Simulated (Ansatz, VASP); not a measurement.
# Sn in VASP and in Ansatz

```
Sn
1.0
     0.00000    3.20174    3.20174
     3.20174    0.00000    3.20174
     3.20174    3.20174    0.00000
Sn
2
Direct
  0.50000 0.50000 0.50000
  0.75000 0.75000 0.75000
```

Change from the starting cell: volume scaled by 0.96.

Alike in both runs: task single point; functional PBEsol; k mesh 11 × 11 × 11; occupations fermi-dirac, width 0.05 eV; no spin polarisation.

|  | VASP | Ansatz |
| --- | --- | --- |
| version | VASP 6.6.1 | Ansatz 0.2.0 |
| potentials or method | VASP PAW PBE potentials, release 64 (Sn_d), cutoff 520 eV | all-electron LAPW, scalar-relativistic |

Ansatz gave:

* pressure (GPa): 3.1

Task: Estimate VASP's values.

Result: Pressure (GPa): 3.0.

VASP's potentials were made for PBE, not for PBEsol. Ansatz ran all-electron here, and VASP with PAW potentials.
